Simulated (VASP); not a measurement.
# Ge (P6_3/mmc) in VASP: further runs

Ge is run at these levels: PBEsol; tasks: single point.

Everything below comes from runs of VASP 6.6.1. Logs are shortened: lines on timing, memory, paths and dates and some standing lists are left out, and cuts for length are marked.

## (1) The cell of the first run

The structure is hexagonal, space group P6_3/mmc (No. 194). Conventional cell: a = 3.831 Å, b = 3.831 Å, c = 6.324 Å, α = 90.00°, β = 90.00°, γ = 120.00°. Ge (site symmetry 3m) has 4 Ge at 2.35 to 2.37 Å within 3.1 Å.

This isn't the form of Ge at room conditions, which is diamond.

## (2) Single point, PBEsol

INCAR

```
  ALGO = Normal
  EDIFF = 1E-6
  ENCUT = 500
  GGA = PS
  GGA_COMPAT = F
  ISIF = 2
  ISMEAR = -1
  LASPH = T
  LCHARG = F
  LREAL = F
  LWAVE = F
  NBANDS = 36
  NELM = 120
  PREC = Accurate
  SIGMA = 0.15
```

KPOINTS

```
k-points
0
Gamma
  8 8 4
```

POSCAR

```
Ge
1.0
    3.8308225881      0.0000000000      0.0000000000
   -1.9154112941      3.3175896502      0.0000000000
    0.0000000000      0.0000000000      6.3240781587
Ge
4
Direct
    0.6666666667      0.3333333333      0.0629010000
    0.3333333333      0.6666666667      0.5629010000
    0.6666666667      0.3333333333      0.4370990000
    0.3333333333      0.6666666667      0.9370990000
```

Potentials or basis: VASP PAW PBE potentials, release 64 (Ge_d).

Run with:

```console
> cat potpaw_PBE.64/Ge_d/POTCAR > POTCAR
> mpirun -np 1 vasp_std > vasp.out
```

OUTCAR:

```text
EDIFF = 1E-6
   ENCUT = 500
   GGA = PS
   ISIF = 2
   ISMEAR = -1
   LASPH = T
   LREAL = F
   NELM = 120
   PREC = Accurate

 ion  position               nearest neighbor table
   1  0.667  0.333  0.063-   4 2.35   4 2.35   4 2.35   3 2.37
   2  0.333  0.667  0.563-   3 2.35   3 2.35   3 2.35   4 2.37
   3  0.667  0.333  0.437-   2 2.35   2 2.35   2 2.35   1 2.37
   4  0.333  0.667  0.937-   1 2.35   1 2.35   1 2.35   2 2.37

  LATTYP: Found a hexagonal cell.
 ALAT       =     3.8308225881
 C/A-ratio  =     1.6508407824

  Lattice vectors:

 A1 = (   3.8308225881,   0.0000000000,   0.0000000000)
 A2 = (  -1.9154112941,   3.3175896502,   0.0000000000)
 A3 = (   0.0000000000,   0.0000000000,   6.3240781587)

Analysis of symmetry for initial positions (statically):
=====================================================================
 Subroutine PRICEL returns:
 Original cell was already a primitive cell.

 Routine SETGRP: Setting up the symmetry group for a
 hexagonal supercell.

 Subroutine GETGRP returns: Found 24 space group operations
 (whereof 12 operations were pure point group operations)
 out of a pool of 24 trial point group operations.

The static configuration has the point symmetry D_3d.
 The point group associated with its full space group is D_6h.

Analysis of symmetry for dynamics (positions and initial velocities):
=====================================================================
 Subroutine PRICEL returns:
 Original cell was already a primitive cell.

 Routine SETGRP: Setting up the symmetry group for a
 hexagonal supercell.

 Subroutine GETGRP returns: Found 24 space group operations
 (whereof 12 operations were pure point group operations)
 out of a pool of 24 trial point group operations.

The dynamic configuration has the point symmetry D_3d.
 The point group associated with its full space group is D_6h.

 Subroutine INISYM returns: Found 24 space group operations
 (whereof 12 operations are pure point group operations),
 and found     1 'primitive' translations

----------------------------------------------------------------------------------------

                                     Primitive cell

  volume of cell :      80.3733

  direct lattice vectors                    reciprocal lattice vectors
     3.830822588  0.000000000  0.000000000     0.261040541  0.150711828  0.000000000
    -1.915411294  3.317589650  0.000000000     0.000000000  0.301423656  0.000000000
     0.000000000  0.000000000  6.324078159     0.000000000  0.000000000  0.158125813
[... 88 lines left out ...]
   EDIFF  = 0.1E-05   stopping-criterion for ELM
   LREAL  =      F    real-space projection
   EDIFFG = 0.1E-04   stopping-criterion for IOM
   NSW    =      0    number of steps for IOM
   IBRION =     -1    ionic relax: 0-MD 1-quasi-New 2-CG
   NFREE  =      0    steps in history (QN), initial steepest desc. (CG)
   ISIF   =      2    stress and relaxation
   ISYM   =      2    0-nonsym 1-usesym 2-fastsym
   POTIM  = 0.5000    time-step for ionic-motion
   TEBEG  =    0.0;   TEEND  =   0.0 temperature during run
   PSTRESS=    0.0 pullay stress
   NELECT =      56.0000    total number of electrons
   NUPDOWN=      -1.0000    fix difference up-down
   EMIN   =  10.00;   EMAX   =-10.00  energy-range for DOS
   EFERMI =   0.00;   METHOD = LEGACY
   ISMEAR =    -1;   SIGMA  =   0.15  broadening in eV -4-tet -1-fermi 0-gaus
   EFERMI_NEDOS =   21; number of points for ismear=-14 and -15
   IALGO  =     38    algorithm
   IMIX   =      4    mixing-type and parameters
     AMIX     =   0.40;   BMIX     =  1.00
     AMIX_MAG =   1.60;   BMIX_MAG =  1.00
  volume/ion in A,a.u.               =      20.09       135.60
  Fermi-wavevector in a.u.,A,eV,Ry     =   1.451332  2.742620 28.658842  2.106365
  Thomas-Fermi vector in A             =   2.568842
   LORBIT       =      0    0 simple, 1 ext, 2 COOP (PROOUT), +10 PAW based schemes
   GGA     = PS    functional components
   LHFCALC =     F    Hartree Fock is set to
   AEXX    =    0.0000 exact exchange contribution
   IVDW    =     0    specifies the selected vdW correction
   LEPSILON=     F    determine dielectric tensor
   LRPA    =     F    only Hartree local field effects (RPA)
 non-spin polarized calculation
  energy-cutoff  :      500.00
  volume of cell :       80.37
 maximum number of plane-waves:      2055
 NGX is ok and might be reduce to    28
   NGX = 13   NGY = 13   NGZ = 23

 number of electron      56.0000038 magnetization

 Free energy of the ion-electron system (eV)
  ---------------------------------------------------
  ext. energy  EPLUGINS =         0.00000000
  ---------------------------------------------------
  free energy    TOTEN  =       -19.33994484 eV

  energy without entropy =      -19.31807682  energy(sigma->0) =      -19.32901083

 E-fermi :   6.1851     XC(G=0): -10.7058

 val. band max:        5.9658535095   @ k =   0.0000   0.0000   0.0000
 cond. band min:       6.3104445331   @ k =   0.0000   0.0000   0.0000
 fundamental gap:      0.3445910236
 Fermi energy:         6.1850554983

 k-point     1 :       0.0000    0.0000    0.0000
  band No.  band energies     occupation
      1     -18.9359      2.00000
      2     -18.9359      2.00000
      3     -18.8830      2.00000
      4     -18.8818      2.00000
      5     -18.8818      2.00000
      6     -18.8666      2.00000
[... 925 lines left out ...]
     35      14.2231      0.00000
     36      14.2231      0.00000

 [... further k-points ...]

------------------------ aborting loop because EDIFF is reached ----------------------------------------

  FORCE on cell =-STRESS in cart. coord.  units (eV):
  Direction    XX          YY          ZZ          XY          YZ          ZX
  --------------------------------------------------------------------------------------
  -------------------------------------------------------------------------------------
  Total        5.7823117      5.7823116      5.6393800     -0.0000000     -0.0000000      0.0000000
  in kB      115.2657147    115.2657128    112.4164855     -0.0000000     -0.0000000      0.0000000
  external PRESSURE =     114.3159710 kB  Pullay stress =       0.0000000 kB

 VOLUME and BASIS-vectors are now :
 -----------------------------------------------------------------------------
  energy-cutoff  :      500.00
  volume of cell :       80.37
      direct lattice vectors                 reciprocal lattice vectors
     3.830822588  0.000000000  0.000000000     0.261040541  0.150711828  0.000000000
    -1.915411294  3.317589650  0.000000000     0.000000000  0.301423656  0.000000000
     0.000000000  0.000000000  6.324078159     0.000000000  0.000000000  0.158125813

 POSITION                                       TOTAL-FORCE (eV/Angst)
 -----------------------------------------------------------------------------------
      1.91541      1.10586      0.39779         0.000000      0.000000      0.070328
     -0.00000      2.21173      3.55983        -0.000000     -0.000000      0.070328
      1.91541      1.10586      2.76425        -0.000000      0.000000     -0.070328
     -0.00000      2.21173      5.92629         0.000000     -0.000000     -0.070328
 -----------------------------------------------------------------------------------
    total drift:                               -0.000000      0.000000      0.000000

  FREE ENERGIE OF THE ION-ELECTRON SYSTEM (eV)
  ---------------------------------------------------
  free  energy   TOTEN  =       -19.3399448368 eV

  energy  without entropy=      -19.3180768247  energy(sigma->0) =      -19.32901083
```

Wall time 2 min (1 thread of Intel Xeon 8259CL, shared host); peak memory 0.21 GiB.

What came out:

```
Free energy   : -19.3399 eV
Pressure      : 11.4 GPa
Largest force : 0.070 eV/Å
```

Forces in eV/Å, atoms in the order of the input:
```
Ge   0.000  0.000  0.070
Ge   0.000  0.000  0.070
Ge   0.000  0.000 -0.070
Ge   0.000  0.000 -0.070
```

Caveat: the cell stands under pressure; the PAW data sets were made with another functional, which shifts forces and pressure a little.

## (3) Single point, PBEsol

This run uses another cell than the first one, of 21.01 Å³/atom.

INCAR

```
PREC = Accurate ; ENCUT = 500
EDIFF = 1E-6 ; ISMEAR = -1
SIGMA = 0.15 ; LREAL = F
LASPH = T ; NELM = 120
ALGO = Normal ; ISIF = 2
LWAVE = F ; LCHARG = T
GGA = PS ; LELF = T
LVHAR = T ; NBANDS = 36
GGA_COMPAT = F
```

KPOINTS

```
regular mesh
0
Gamma
  8 8 4
```

POSCAR

```
Ge
1.0
    3.8880074754      0.0000000000      0.0000000000
   -1.9440037377      3.3671132148      0.0000000000
    0.0000000000      0.0000000000      6.4184813028
Ge
4
Direct
    0.6666666667      0.3333333333      0.0629010000
    0.3333333333      0.6666666667      0.5629010000
    0.6666666667      0.3333333333      0.4370990000
    0.3333333333      0.6666666667      0.9370990000
```

Potentials or basis: VASP PAW PBE potentials, release 64 (Ge_d).

Run with:

```console
> cat potpaw_PBE.64/Ge_d/POTCAR > POTCAR
> mpirun -np 1 vasp_std > vasp.out
```

It took 1.8 min on 1 thread of Intel Xeon 8259CL, shared host; peak memory 0.22 GiB.

Results (log left out):

* Free energy: -19.5458 eV
* Pressure: 6.6 GPa
* Largest force: 0.047 eV/Å
* Band gap on the k mesh: zero (filled and empty bands touch)

Forces in eV/Å, atoms in the order of the input:
```
Ge   0.000  0.000  0.047
Ge   0.000  0.000  0.047
Ge   0.000  0.000 -0.047
Ge   0.000  0.000 -0.047
```

Stress tensor (GPa, compression positive):
```
6.68 0.00 0.00
0.00 6.68 0.00
0.00 0.00 6.37
```

Levels at points of the mesh, in eV from the Fermi level:
| k point | band 26 | band 27 | band 28 | band 29 | band 30 | band 31 |
| --- | --- | --- | --- | --- | --- | --- |
| (0.00, 0.00, 0.00) | -0.21 | 0.06 | 0.11 | 0.11 | 0.72 | 2.20 |
| (0.50, 0.00, 0.00) | -3.41 | -3.19 | -1.62 | 0.33 | 1.83 | 3.45 |
| (0.00, 0.00, 0.50) | -0.98 | -0.98 | -0.98 | 0.89 | 0.89 | 3.38 |
| (0.50, 0.00, 0.50) | -2.80 | -2.69 | -2.69 | 0.49 | 0.49 | 1.95 |

Caveat: the cell stands under pressure; semilocal functionals underestimate gaps, so a narrow gap can read as zero; the PAW data sets were made with another functional, which shifts forces and pressure a little.

## (4) Single point, PBEsol

This run uses another cell than the first one, of 21.92 Å³/atom.

INCAR

```
SYSTEM = Ge
ALGO     = Normal         ! electronic algorithm
EDIFF    = 1E-6           ! SCF threshold, eV
ENCUT    = 500            ! plane-wave cutoff, eV
GGA      = PS             ! functional
GGA_COMPAT= .False.      
ISIF     = 2              ! what is computed and relaxed
ISMEAR   = -1             ! smearing method
LASPH    = .True.         ! aspherical terms in the spheres
LCHARG   = .False.        ! write CHGCAR
LREAL    = .False.        ! projectors in reciprocal space
LWAVE    = .False.        ! write WAVECAR
NBANDS   = 36             ! bands
NELM     = 120            ! most SCF steps
PREC     = Accurate       ! precision mode
SIGMA    = 0.15           ! smearing width, eV
```

KPOINTS

```
k-points
0
Gamma
  8 8 4
  0 0 0
```

POSCAR

```
Ge
1.0
    3.9435579445      0.0000000000      0.0000000000
   -1.9717789723      3.4152213319      0.0000000000
    0.0000000000      0.0000000000      6.5101862827
Ge
4
Direct
    0.6666666667      0.3333333333      0.0629010000
    0.3333333333      0.6666666667      0.5629010000
    0.6666666667      0.3333333333      0.4370990000
    0.3333333333      0.6666666667      0.9370990000
```

Run with:

```console
> cat potpaw_PBE.64/Ge_d/POTCAR > POTCAR
> mpirun -np 1 vasp_std > vasp.out
```

Run time: 2.3 min. Hardware: 1 thread of Intel Xeon 8259CL, shared host; peak memory 0.23 GiB.

It converged, with:

```yaml
Free_energy: -19.6542 eV
Pressure: 2.8 GPa
Largest_force: 0.026 eV/Å
Band_gap_on_the_k_mesh: zero (filled and empty bands touch)
```

Forces in eV/Å, atoms in the order of the input:
```
Ge   0.000  0.000  0.026
Ge   0.000  0.000  0.026
Ge   0.000  0.000 -0.026
Ge   0.000  0.000 -0.026
```

Stress tensor (GPa, compression positive):
```
2.90 0.00 0.00
0.00 2.90 0.00
0.00 0.00 2.55
```

Levels at points of the mesh, in eV from the Fermi level:
```csv
k point,band 25,band 26,band 27,band 28,band 29,band 30,band 31,band 32
"(0.00, 0.00, 0.00)",-1.57,-0.19,-0.05,0.11,0.11,0.32,2.22,2.22
"(0.50, 0.00, 0.00)",-4.84,-3.24,-3.01,-1.53,0.40,1.71,3.47,3.68
"(0.00, 0.00, 0.50)",-0.92,-0.92,-0.92,-0.92,0.75,0.75,3.36,3.36
"(0.50, 0.00, 0.50)",-2.68,-2.68,-2.55,-2.55,0.48,0.48,2.00,2.00
```

Caveat: semilocal functionals underestimate gaps, so a narrow gap can read as zero; the PAW data sets were made with another functional, which shifts forces and pressure a little.

## (5) Summary

| cell | gap on the mesh (eV) | pressure (GPa) | largest force (eV/Å) |
| --- | --- | --- | --- |
| a = 3.831, b = 3.831, c = 6.324 Å, angles 90.0, 90.0, 120.0°, 4 atoms | - | 11.4 | 0.07 |
| a = 3.888, b = 3.888, c = 6.418 Å, angles 90.0, 90.0, 120.0°, 4 atoms | none | 6.6 | 0.05 |
| a = 3.944, b = 3.944, c = 6.510 Å, angles 90.0, 90.0, 120.0°, 4 atoms | none | 2.8 | 0.03 |

Alike in all rows: task single point; level PBEsol; potentials or basis VASP PAW PBE potentials, release 64 (Ge_d); no spin polarisation; k mesh 8 × 8 × 4; cutoff (eV) 500; smearing fermi-dirac 0.15 eV.

Caveats: the PAW data sets were made with another functional, which shifts forces and pressure a little; the cell stands under pressure (at least some runs); semilocal functionals underestimate gaps, so a narrow gap can read as zero (at least some runs).

Total energies depend on the potentials used, so only differences within one code and one set of settings carry meaning.
